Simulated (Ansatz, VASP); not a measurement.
**ZrB2 in VASP and in Ansatz**

```
Zr B
1.0
     3.17000    0.00000    0.00000
    -1.58500    2.74530    0.00000
     0.00000    0.00000    3.67432
Zr B
1 2
Direct
  0.00000 0.00000 0.00000
  0.66667 0.33333 0.50000
  0.33333 0.66667 0.50000
```

Alike in both runs: functional PBE; k mesh 8 × 8 × 6; occupations fermi-dirac, width 0.05 eV; no spin polarisation.

|  | VASP | Ansatz |
| --- | --- | --- |
| version | VASP 6.6.1 | Ansatz 0.2.0 |
| potentials or method | VASP PAW PBE potentials, release 64 (Zr_sv, B) | Ansatz PAW |
| plane-wave cutoff (eV) | 520 | 420 |
| valence electrons in the cell | 18 | 18 |
| task | single point | band structure |

VASP gave:

| Item | Value |
| --- | --- |
| gap on the k mesh at the Fermi level (eV) | none |
| pressure (GPa) | -7.2 |
| traceless stress, the component that is largest in VASP (GPa) | -7.26 |

Problem. Estimate Ansatz's values.

Solution. gap on the k mesh at the Fermi level (eV): none; pressure (GPa): -7.3; traceless stress, the component that is largest in VASP (GPa): -7.29.

A gap of «none» marks a metal or a gap that the smearing closes.
